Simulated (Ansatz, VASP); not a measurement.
**CsZnI3 in VASP and in Ansatz**

```xyz
5
Lattice="5.7630 0.0000 0.0000 0.0000 5.7630 0.0000 0.0000 0.0000 5.7630" Properties=species:S:1:pos:R:3 pbc="T T T"
Cs    0.0000    0.0000    0.0000
Zn    2.8815    2.8815    2.8815
I     2.8815    2.8815    0.0000
I     2.8815    0.0000    2.8815
I     0.0000    2.8815    2.8815
```

Alike in both runs: task single point; functional HSE06; k mesh 2 × 2 × 2; occupations fermi-dirac, width 0.02 eV; no spin polarisation.

|  | VASP | Ansatz |
| --- | --- | --- |
| version | VASP 6.6.1 | Ansatz 0.2.0 |
| potentials or method | VASP PAW PBE potentials, release 64 (Cs_sv, Zn, I) | plane waves, PAW |
| plane-wave cutoff (eV) | 520 | 420 |
| valence electrons in the cell | 42 | 72 |

VASP gave:

```
pressure (GPa) : 0.5
```

Task: What did Ansatz give for the same quantities?

Result: Pressure (GPa): 0.6.

VASP's potentials hold 42 valence electrons a cell and Ansatz's 72, so a difference there can come from the potentials and not from the codes. Ansatz's warnings: filled band counts differ across k points, stress exchange threshold loose, stress scf threshold loose.

The k mesh is coarse, so the values compare programs but aren't converged. Spin-orbit coupling is off throughout.
